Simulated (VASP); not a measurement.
Set up this calculation in VASP 6.6.1, as the native input.

| Property | Result |
| --- | --- |
| Task | single point |
| Functional | PBE |
| Potentials or basis | VASP PAW PBE potentials, release 64 (Pb_d, O) |
| Cutoff | 600 eV |
| k mesh | 8 × 8 × 10 |
| Occupations | gaussian, width 0.1 eV |
| Spin | no spin polarisation |
| Dipole correction | no |
| Further INCAR settings | ALGO = Normal; EDIFF = 1e-06; NBANDS = 35 |

The structure of PbO2 lies in POSCAR:

```
PbO2
1.0
    4.9786413899      0.0000000000      0.0000000000
    0.0000000000      4.9786413899      0.0000000000
    0.0000000000      0.0000000000      3.5981195777
Pb O
2 4
Direct
    0.0000000000      0.0000000000      0.0000000000
    0.5000000000      0.5000000000      0.5000000000
    0.3082255143      0.3082255143      0.0000000000
    0.1917744857      0.8082255143      0.5000000000
    0.6917744857      0.6917744857      0.0000000000
    0.8082255143      0.1917744857      0.5000000000
```

One way to write it, as run:

INCAR

```
ALGO = Normal ; EDIFF = 1E-6
ENCUT = 600 ; GGA = PE
GGA_COMPAT = False ; ISIF = 2
ISMEAR = 0 ; LASPH = True
LCHARG = False ; LREAL = False
LWAVE = False ; NBANDS = 35
NELM = 120 ; PREC = Accurate
SIGMA = 0.1
```

KPOINTS

```
k-points
0
Gamma
  8 8 10
```

Potentials or basis: VASP PAW PBE potentials, release 64 (Pb_d, O).

Launch:

```bash
$ cat potpaw_PBE.64/Pb_d/POTCAR potpaw_PBE.64/O/POTCAR > POTCAR
$ mpirun -np 1 vasp_std > vasp.out
```

It gave:

```
Pressure               : -1.7 GPa
Band gap on the k mesh : 0.02 eV, direct
```

Caveat: spin-orbit coupling is left out, which moves the levels of the heavy elements.

Run time: 4.6 min on 1 thread of Intel Xeon 6975P-C, on a shared host, peak memory 0.4 GiB.
